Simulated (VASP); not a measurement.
Crystal: SiC (Moissanite).

```
Si C
1.0
     3.07600    0.00000    0.00000
    -1.53800    2.66389    0.00000
     0.00000    0.00000    5.04800
Si C
2 2
Direct
  0.66667 0.33333 0.50000
  0.33333 0.66667 0.00000
  0.66667 0.33333 0.88500
  0.33333 0.66667 0.38500
```

* Program: VASP 6.6.1
* Task: relaxation of cell and atoms
* Functional: RPBE
* Dispersion: D3(BJ)
* Potentials or basis: VASP PAW PBE potentials, release 64 (Si, C)
* Cutoff: 600 eV
* k mesh: 10 × 10 × 5
* Occupations: fermi-dirac, width 0.05 eV
* Spin: no spin polarisation

At the start: pressure -15.9 GPa; volume 10.34 Å³/atom.

Problem. How do energy, volume and symmetry change on relaxing?

Solution. Over 5 steps the energy falls by 48.9 meV/atom and the volume is 9.59 Å³/atom (-7.2 %); space group P6_3mc (No. 186, to 0.05 Å).

Step by step:
```
step  energy change (eV)  largest force (eV/Å)  pressure (GPa)  volume (Å³)
   1              0.0000                0.7501          -15.85        41.36
   2              0.0469                1.1073           23.03        35.53
   3             -0.1924                0.1342           -0.15        38.41
   4             -0.1925                0.1167            0.22        38.35
   5             -0.1955                0.0078            0.08        38.38
```

Final structure:
```
Si C
1.0
     3.00194    0.00000    0.00000
    -1.50097    2.59976    0.00000
     0.00000    0.00000    4.91754
Si C
2 2
Direct
  0.66667 0.33333 0.50447
  0.33333 0.66667 0.00447
  0.66667 0.33333 0.88053
  0.33333 0.66667 0.38053
```

Caveat: the PAW data sets were made with another functional, which shifts forces and pressure a little.
